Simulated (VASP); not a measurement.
Input of a VASP 6.6.1 run:

Contents of INCAR:

```
PREC = Accurate
ENCUT = 520
EDIFF = 1E-7
ISMEAR = 0
SIGMA = 0.1
LREAL = False
LASPH = True
NELM = 60
ALGO = Normal
ISIF = 2
LWAVE = False
LCHARG = False
GGA = PE
NBANDS = 26
```

Contents of KPOINTS:

```
regular mesh
0
Gamma
  12 12 6
```

Contents of POSCAR:

```
Si4IrPt
1.0
    3.8862840493      0.0000000000      0.0000000000
   -1.9431420247      3.3656207130      0.0000000000
    0.0000000000      0.0000000000      7.4074338764
Si Ir Pt
4 1 1
Direct
    0.0000000000      0.0000000000      0.6683626730
    0.6666666667      0.3333333333      0.8373116853
    0.6666666667      0.3333333333      0.1626883147
    0.0000000000      0.0000000000      0.3316373270
    0.0000000000      0.0000000000      0.0000000000
    0.6666666667      0.3333333333      0.5000000000
```

Potentials or basis: VASP PAW PBE potentials, release 64 (Si, Ir, Pt).

Launch:

```bash
$ cat potpaw_PBE.64/Si/POTCAR potpaw_PBE.64/Ir/POTCAR potpaw_PBE.64/Pt/POTCAR > POTCAR
$ mpirun -np 1 vasp_std > vasp.out
```

**Question.** Estimate the largest force.

**Answer.** 0.028 eV/Å.

**Question.** Estimate the pressure.

**Answer.** 0.0 GPa.

Forces on the atoms (eV/Å):
```
Si   0.000  0.000 -0.028
Si   0.000  0.000 -0.007
Si   0.000  0.000  0.007
Si   0.000  0.000  0.028
Ir   0.000  0.000  0.000
Pt   0.000  0.000  0.000
```
